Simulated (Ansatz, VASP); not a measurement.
# BiH in VASP and in Ansatz

```
Bi H
1.0
    -2.03890    2.03890    2.18585
     2.03890   -2.03890    2.18585
     2.03890    2.03890   -2.18585
Bi H
1 1
Direct
  0.00000 0.00000 0.00000
  0.50000 0.50000 0.00000
```

Alike in both runs: functional PBE; k mesh 20 × 20 × 20; occupations gaussian, width 0.1 eV; no spin polarisation.

Ansatz relaxed the structure, and its values are those at the end. VASP's run is a single point on that final structure, the one shown.

```csv
,VASP,Ansatz
version,VASP 6.6.1,Ansatz 0.2.0
potentials or method,"VASP PAW PBE potentials, release 64 (Bi_d, H), cutoff 520 eV","scalar-relativistic, plane waves, PAW"
valence electrons in the cell,16,16
```

VASP gave:

| Quantity | Value |
| --- | --- |
| gap on the k mesh at the Fermi level (eV) | none |
| pressure (GPa) | -0.1 |

Which values does Ansatz return?

gap on the k mesh at the Fermi level (eV): none; pressure (GPa): 0.0.

A gap of «none» marks a metal or a gap that the smearing closes. The functional is the same, so the differences come from potentials, cutoffs and numerics.

Neither program's run includes spin-orbit coupling.
